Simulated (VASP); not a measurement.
# CdS (P6_3mc) in VASP: further runs, part 2 of 2

VASP 6.6.1. Earlier steps stand in the parts before.

**3. Single point, PBE (zz strain of -1 %)**

Input file INCAR:

```
SYSTEM = CdS
ALGO     = Normal         ! electronic algorithm
EDIFF    = 1E-6           ! SCF threshold, eV
ENCUT    = 520            ! plane-wave cutoff, eV
GGA      = PE             ! functional
ISIF     = 2              ! what is computed and relaxed
ISMEAR   = -1             ! smearing method
LASPH    = .True.         ! aspherical terms in the spheres
LCHARG   = .False.        ! write CHGCAR
LREAL    = .False.        ! projectors in reciprocal space
LWAVE    = .False.        ! write WAVECAR
NBANDS   = 26             ! bands
NELM     = 60             ! most SCF steps
PREC     = Accurate       ! precision mode
SIGMA    = 0.01           ! smearing width, eV
```

Input file KPOINTS:

```
k-points
0
Gamma
  7 7 4
  0 0 0
```

Input file POSCAR:

```
CdS
1.0
    4.1347992034      0.0000000000      0.0000000000
   -2.0673996017      3.5808411497      0.0000000000
    0.0000000000      0.0000000000      6.6815100000
Cd S
2 2
Direct
    0.3333333333      0.6666666667      0.0000000000
    0.6666666667      0.3333333333      0.5000000000
    0.3333333333      0.6666666667      0.3850000000
    0.6666666667      0.3333333333      0.8850000000
```

Potentials or basis: VASP PAW PBE potentials, release 64 (Cd, S).

On the command line:

```
$ cat potpaw_PBE.64/Cd/POTCAR potpaw_PBE.64/S/POTCAR > POTCAR
$ mpirun -np 1 vasp_std > vasp.out
```

OUTCAR:

```text
SYSTEM = CdS
   EDIFF = 1E-6
   ENCUT = 520
   GGA = PE
   ISIF = 2
   ISMEAR = -1
   LASPH = .True.
   LREAL = .False.
   NELM = 60
   PREC = Accurate

 ion  position               nearest neighbor table
   1  0.333  0.667  0.000-   4 2.51   4 2.51   4 2.51   3 2.57
   2  0.667  0.333  0.500-   3 2.51   3 2.51   3 2.51   4 2.57
   3  0.333  0.667  0.385-   2 2.51   2 2.51   2 2.51   1 2.57
   4  0.667  0.333  0.885-   1 2.51   1 2.51   1 2.51   2 2.57

  LATTYP: Found a hexagonal cell.
 ALAT       =     4.1347992034
 C/A-ratio  =     1.6159212748

  Lattice vectors:

 A1 = (   4.1347992034,   0.0000000000,   0.0000000000)
 A2 = (  -2.0673996017,   3.5808411497,   0.0000000000)
 A3 = (   0.0000000000,   0.0000000000,   6.6815100000)

Analysis of symmetry for initial positions (statically):
=====================================================================
 Subroutine PRICEL returns:
 Original cell was already a primitive cell.

 Routine SETGRP: Setting up the symmetry group for a
 hexagonal supercell.

 Subroutine GETGRP returns: Found 12 space group operations
 (whereof  6 operations were pure point group operations)
 out of a pool of 24 trial point group operations.

The static configuration has the point symmetry C_3v.
 The point group associated with its full space group is C_6v.

Analysis of symmetry for dynamics (positions and initial velocities):
=====================================================================
 Subroutine PRICEL returns:
 Original cell was already a primitive cell.

 Routine SETGRP: Setting up the symmetry group for a
 hexagonal supercell.

 Subroutine GETGRP returns: Found 12 space group operations
 (whereof  6 operations were pure point group operations)
 out of a pool of 24 trial point group operations.

The dynamic configuration has the point symmetry C_3v.
 The point group associated with its full space group is C_6v.

 Subroutine INISYM returns: Found 12 space group operations
 (whereof  6 operations are pure point group operations),
 and found     1 'primitive' translations

----------------------------------------------------------------------------------------

                                     Primitive cell

  volume of cell :      98.9268

  direct lattice vectors                    reciprocal lattice vectors
     4.134799203  0.000000000  0.000000000     0.241849713  0.139631997  0.000000000
    -2.067399602  3.580841150  0.000000000     0.000000000  0.279263994  0.000000000
     0.000000000  0.000000000  6.681510000     0.000000000  0.000000000  0.149666767

  length of vectors
     4.134799203  4.134799203  6.681510000     0.279263994  0.279263994  0.149666767

  position of ions in fractional coordinates (direct lattice)
     0.333333333  0.666666667  0.000000000
     0.666666667  0.333333333  0.500000000
     0.333333333  0.666666667  0.385000000
     0.666666667  0.333333333  0.885000000

  ion indices of the primitive-cell ions
   primitive index   ion index
                 1           1
                 2           2
                 3           3
                 4           4

----------------------------------------------------------------------------------------

 KPOINTS: k-points

Automatic generation of k-mesh.
 Grid dimensions read from file:
 generate k-points for:    7    7    4

 Generating k-lattice:

  Cartesian coordinates                     Fractional coordinates (reciprocal lattice)
     0.034549959  0.019947428  0.000000000     0.142857143  0.000000000  0.000000000
     0.000000000  0.039894856  0.000000000     0.000000000  0.142857143  0.000000000
     0.000000000  0.000000000  0.037416692     0.000000000  0.000000000  0.250000000

  Length of vectors
     0.039894856  0.039894856  0.037416692

  Shift w.r.t. Gamma in fractional coordinates (k-lattice)
     0.000000000  0.000000000  0.000000000

 Subroutine IBZKPT returns following result:
 ===========================================

 Found     24 irreducible k-points:

 Following reciprocal coordinates:
            Coordinates               Weight
  0.000000  0.000000  0.000000      1.000000
  0.142857  0.000000  0.000000      6.000000
  0.285714  0.000000  0.000000      6.000000
  0.428571  0.000000  0.000000      6.000000
  0.142857  0.142857  0.000000      6.000000
  0.285714  0.142857  0.000000     12.000000
[... 16 lines left out ...]
  0.428571  0.142857  0.500000      6.000000
  0.285714  0.285714  0.500000      6.000000
   k-points           NKPTS =     24   k-points in BZ     NKDIM =     24   number of bands    NBANDS=     26
   number of dos      NEDOS =    301   number of ions     NIONS =      4
   total plane-waves  NPLWV =  51200
   dimension x,y,z NGX =    32 NGY =   32 NGZ =   50
   dimension x,y,z NGXF=    64 NGYF=   64 NGZF=  100
   ions per type =               2   2
   NGX,Y,Z   is equivalent  to a cutoff of  12.87, 12.87, 12.44 a.u.
   NGXF,Y,Z  is equivalent  to a cutoff of  25.73, 25.73, 24.88 a.u.
 SYSTEM =  CdS
   PREC   = accura    normal or accurate (medium, high low for compatibility)
   ISTART =      0    job   : 0-new  1-cont  2-samecut
   ICHARG =      2    charge: 1-file 2-atom 10-const
   ISPIN  =      1    spin polarized calculation?
   LNONCOLLINEAR =      F non collinear calculations
   LSORBIT =      F    spin-orbit coupling
   LASPH  =      T    aspherical Exc in radial PAW
   ENCUT  =  520.0 eV  38.22 Ry    6.18 a.u.   7.69  7.69 12.42*2*pi/ulx,y,z
   NELM   =     60;   NELMIN=  2; NELMDL= -5     # of ELM steps
   EDIFF  = 0.1E-05   stopping-criterion for ELM
   LREAL  =      F    real-space projection
   EDIFFG = 0.1E-04   stopping-criterion for IOM
   NSW    =      0    number of steps for IOM
   IBRION =     -1    ionic relax: 0-MD 1-quasi-New 2-CG
   NFREE  =      0    steps in history (QN), initial steepest desc. (CG)
   ISIF   =      2    stress and relaxation
   ISYM   =      2    0-nonsym 1-usesym 2-fastsym
   POTIM  = 0.5000    time-step for ionic-motion
   TEBEG  =    0.0;   TEEND  =   0.0 temperature during run
   PSTRESS=    0.0 pullay stress
   NELECT =      36.0000    total number of electrons
   NUPDOWN=      -1.0000    fix difference up-down
   EMIN   =  10.00;   EMAX   =-10.00  energy-range for DOS
   EFERMI =   0.00;   METHOD = LEGACY
   ISMEAR =    -1;   SIGMA  =   0.01  broadening in eV -4-tet -1-fermi 0-gaus
   EFERMI_NEDOS =   21; number of points for ismear=-14 and -15
   IALGO  =     38    algorithm
   IMIX   =      4    mixing-type and parameters
     AMIX     =   0.40;   BMIX     =  1.00
     AMIX_MAG =   1.60;   BMIX_MAG =  1.00
  volume/ion in A,a.u.               =      24.73       166.90
  Fermi-wavevector in a.u.,A,eV,Ry     =   1.168793  2.208699 18.586609  1.366077
  Thomas-Fermi vector in A             =   2.305275
   LORBIT       =      0    0 simple, 1 ext, 2 COOP (PROOUT), +10 PAW based schemes
   GGA     = PE    functional components
   LHFCALC =     F    Hartree Fock is set to
   AEXX    =    0.0000 exact exchange contribution
   IVDW    =     0    specifies the selected vdW correction
   LEPSILON=     F    determine dielectric tensor
   LRPA    =     F    only Hartree local field effects (RPA)
 non-spin polarized calculation
  energy-cutoff  :      520.00
  volume of cell :       98.93
 maximum number of plane-waves:      2707
 NGX is ok and might be reduce to    32
   NGX = 15   NGY = 15   NGZ = 25

 number of electron      35.9999999 magnetization

 Free energy of the ion-electron system (eV)
  ---------------------------------------------------
  ext. energy  EPLUGINS =         0.00000000
  ---------------------------------------------------
  free energy    TOTEN  =       -12.22923052 eV

  energy without entropy =      -12.22923052  energy(sigma->0) =      -12.22923052

 E-fermi :   1.5565     XC(G=0):  -9.1567

 val. band max:        1.3245171537   @ k =   0.0000   0.0000   0.0000
 cond. band min:       2.5865414706   @ k =   0.0000   0.0000   0.0000
 fundamental gap:      1.2620243168
 Fermi energy:         1.5564530375

 k-point     1 :       0.0000    0.0000    0.0000
  band No.  band energies     occupation
      1     -11.0561      2.00000
      2     -10.6263      2.00000
      3      -6.3955      2.00000
      4      -6.3955      2.00000
      5      -6.3365      2.00000
      6      -6.3218      2.00000
[... 685 lines left out ...]
     25      10.0368      0.00000
     26      10.0368      0.00000

------------------------ aborting loop because EDIFF is reached ----------------------------------------

  FORCE on cell =-STRESS in cart. coord.  units (eV):
  Direction    XX          YY          ZZ          XY          YZ          ZX
  --------------------------------------------------------------------------------------
  -------------------------------------------------------------------------------------
  Total        2.4446604      2.4446604      1.5561886      0.0000000     -0.0000000      0.0000000
  in kB       39.5926908     39.5926908     25.2033755      0.0000000     -0.0000000      0.0000000
  external PRESSURE =      34.7962524 kB  Pullay stress =       0.0000000 kB

 VOLUME and BASIS-vectors are now :
 -----------------------------------------------------------------------------
  energy-cutoff  :      520.00
  volume of cell :       98.93
      direct lattice vectors                 reciprocal lattice vectors
     4.134799203  0.000000000  0.000000000     0.241849713  0.139631997  0.000000000
    -2.067399602  3.580841150  0.000000000     0.000000000  0.279263994  0.000000000
     0.000000000  0.000000000  6.681510000     0.000000000  0.000000000  0.149666767

 POSITION                                       TOTAL-FORCE (eV/Angst)
 -----------------------------------------------------------------------------------
     -0.00000      2.38723      0.00000         0.000000     -0.000000      0.208556
      2.06740      1.19361      3.34076        -0.000000      0.000000      0.208556
     -0.00000      2.38723      2.57238        -0.000000     -0.000000     -0.208556
      2.06740      1.19361      5.91314         0.000000     -0.000000     -0.208556
 -----------------------------------------------------------------------------------
    total drift:                               -0.000000     -0.000000     -0.000064

  FREE ENERGIE OF THE ION-ELECTRON SYSTEM (eV)
  ---------------------------------------------------
  free  energy   TOTEN  =       -12.2292305237 eV

  energy  without entropy=      -12.2292305237  energy(sigma->0) =      -12.22923052
```

Run time: 79 s. Hardware: 1 thread of Intel Xeon 8259CL, shared host; peak memory 0.24 GiB.

Results:

```
Free energy            : -12.2292 eV
Pressure               : 3.5 GPa
Largest force          : 0.209 eV/Å
Band gap on the k mesh : 1.26 eV
```

Forces in eV/Å, atoms in the order of the input:
```
Cd   0.000  0.000  0.209
Cd   0.000  0.000  0.209
S    0.000  0.000 -0.209
S    0.000  0.000 -0.209
```

Caveat: the cell differs from its parent crystal (zz strain of -1 %); the cell stands under pressure.
